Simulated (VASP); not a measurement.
## Ni: single point with LDA

The system is Ni.

```
Ni
1.0
     0.00000    2.40050    2.40050
     2.40050    0.00000    2.40050
     2.40050    2.40050    0.00000
Ni
2
Direct
  0.12500 0.12500 0.12500
  0.87500 0.87500 0.87500
```

This cell differs from its parent crystal: volume scaled by 0.92.

| Property | Result |
| --- | --- |
| Program | VASP 6.6.1 |
| Task | single point |
| Functional | LDA |
| Potentials or basis | VASP PAW LDA potentials, release 64 (Ni) |
| Cutoff | 520 eV |
| k mesh | 12 × 12 × 12 |
| Occupations | fermi-dirac, width 0.1 eV |
| Spin | no spin polarisation |
| Dipole correction | no |
| Further INCAR settings | ALGO = Normal; EDIFF = 1e-07; NBANDS = 17 |

```yaml
Pressure: 11.6 GPa
Band_gap_on_the_k_mesh: zero (band 10 reaches 6.24 eV, above the bottom of band 11 at 5.86 eV)
```

Levels at points of the mesh, in eV from the Fermi level:
```
           k point  band 8  band 9  band 10  band 11  band 12  band 13
(0.00, 0.00, 0.00)   -1.38   -1.38    -0.07    -0.07    13.58    13.58
(0.50, 0.00, 0.00)   -0.93   -0.93    -0.28    -0.28     1.15     9.86
(0.50, 0.50, 0.00)   -1.65   -0.11    -0.11     1.61     1.61     4.95
```

Run time: 15 s on 1 thread of Intel(R) Xeon(R) 6975P-C (Granite Rapids), with other jobs on the host, peak memory 0.15 GiB.

Caveat: the run has no spin polarisation, though such a crystal can be magnetic. Spin polarisation is off, so any magnetic state and its effect on volume and gap are missing.
